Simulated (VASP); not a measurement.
Set up this calculation in VASP 6.6.1, as the native input.

| Quantity | Value |
| --- | --- |
| Task | single point |
| Functional | PBE |
| Potentials or basis | VASP PAW PBE potentials, release 64 (Ti_sv, H) |
| Cutoff | 520 eV |
| k mesh | 6 × 6 × 1 |
| Occupations | gaussian, width 0.1 eV |
| Spin | no spin polarisation |
| Dipole correction | yes |
| Further INCAR settings | ALGO = Normal; EDIFF = 1e-06; NBANDS = 46 |

The structure of Ti6H lies in POSCAR:

```
Ti6H
1.0
    4.6037402192      0.0000000000      0.0000000000
   -2.3018701096      3.9869559822      0.0000000000
    0.0000000000      0.0000000000     19.9968207719
Ti H
6 1
Direct
    0.6666666667      0.3333333333      0.2000317973
    0.3333333333      0.6666666667      0.2470259945
    0.0000000000      0.0000000000      0.2940201916
    0.6666666667      0.3333333333      0.3353091140
    0.3333333333      0.6666666667      0.3717707007
    0.0000000000      0.0000000000      0.4249085827
    0.1111111111      0.4444444444      0.4516934271
```

One way to write it, as run:

INCAR

```
SYSTEM = Ti6H
ALGO = Normal
DIPOL = 0.5 0.5 0.332
EDIFF = 1E-6
ENCUT = 520
GGA = PE
IDIPOL = 3
ISIF = 2
ISMEAR = 0
LASPH = .TRUE.
LCHARG = .FALSE.
LDIPOL = .TRUE.
LREAL = .FALSE.
LWAVE = .FALSE.
NBANDS = 46
NELM = 80
PREC = Accurate
SIGMA = 0.1
```

KPOINTS

```
k-points
0
G
  6 6 1
  0 0 0
```

Potentials or basis: VASP PAW PBE potentials, release 64 (Ti_sv, H).

The run is started by

```console
$ cat potpaw_PBE.64/Ti_sv/POTCAR potpaw_PBE.64/H/POTCAR > POTCAR
$ mpirun -np 1 vasp_std > vasp.out
```

It gave:

```
Largest force          : 0.592 eV/Å
Band gap on the k mesh : zero (an odd number of electrons rules out a gap without spin polarisation)
```

It took 7.4 min on 1 thread of Intel(R) Xeon(R) 6975P-C (Granite Rapids), on a shared host, peak memory 0.57 GiB.
